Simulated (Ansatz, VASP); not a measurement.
One calculation of Re, two programs

Contents of INCAR:

```
  ALGO = Fast
  EDIFF = 1E-6
  EDIFFG = -0.04
  ENCUT = 600
  GGA = PS
  IBRION = 2
  ISIF = 3
  ISMEAR = 0
  LASPH = T
  LCHARG = F
  LREAL = F
  LWAVE = F
  NELM = 100
  NSW = 90
  PREC = Accurate
  SIGMA = 0.1
```

KPOINTS

```
k-points
0
Gamma
  8 8 8
```

POSCAR

```
Re
1.0
   -2.4064138552      2.4064138552      1.3127431791
    2.4064138552     -2.4064138552      1.3127431791
    2.4064138552      2.4064138552     -1.3127431791
Re
2
Direct
    0.0000000000      0.0000000000      0.0000000000
    0.7500000000      0.2500000000      0.5000000000
```

Input for Ansatz:

```yaml
crystal:
  lattice:
    - [-2.4064138552, 2.4064138552, 1.3127431791]
    - [2.4064138552, -2.4064138552, 1.3127431791]
    - [2.4064138552, 2.4064138552, -1.3127431791]
  atoms:
    - { symbol: Re, position: [0.0, 0.0, 0.0] }
    - { symbol: Re, position: [0.75, 0.25, 0.5] }
basis:
  ecutwfc: 420
kpoints:
  mp_grid: { grid: [8, 8, 8] }
hamiltonian:
  xc: pbesol
scf:
  occupations: { method: gaussian, width: 0.1 }
  lower_state_search: "off"
output:
  forces: true
  stress: true
  eigenvalues: true
relax:
  adjacent_minimum: "off"
  f_tol: 0.04
  max_steps: 70
  cell: { stress_tol: 0.4 }
```

Alike in both runs: task relaxation of cell and atoms; functional PBEsol; k mesh 8 × 8 × 8; occupations gaussian, width 0.1 eV; no spin polarisation.

|  | VASP | Ansatz |
| --- | --- | --- |
| version | VASP 6.6.1 | Ansatz 0.2.0 |
| potentials or method | VASP PAW PBE potentials, release 64 (Re), cutoff 600 eV | scalar-relativistic, plane waves, PAW |
| valence electrons in the cell | 14 | 30 |

VASP gave:

```
gap on the k mesh at the Fermi level, each at its own relaxed structure (eV) : none
relaxed volume (Å³/atom)                                                     : 15.98
relaxed cell length with the largest relative difference (Å)                 : 3.745
```

What did Ansatz give for the same quantities?

gap on the k mesh at the Fermi level, each at its own relaxed structure (eV): none; relaxed volume (Å³/atom): 16.01; relaxed cell length with the largest relative difference (Å): 3.748.

VASP's potentials were made for PBE, not for PBEsol. A gap of «none» marks a metal or a gap that the smearing closes. VASP's potentials hold 14 valence electrons a cell and Ansatz's 30, so a difference there can come from the potentials and not from the codes.

Neither program's run includes spin-orbit coupling.
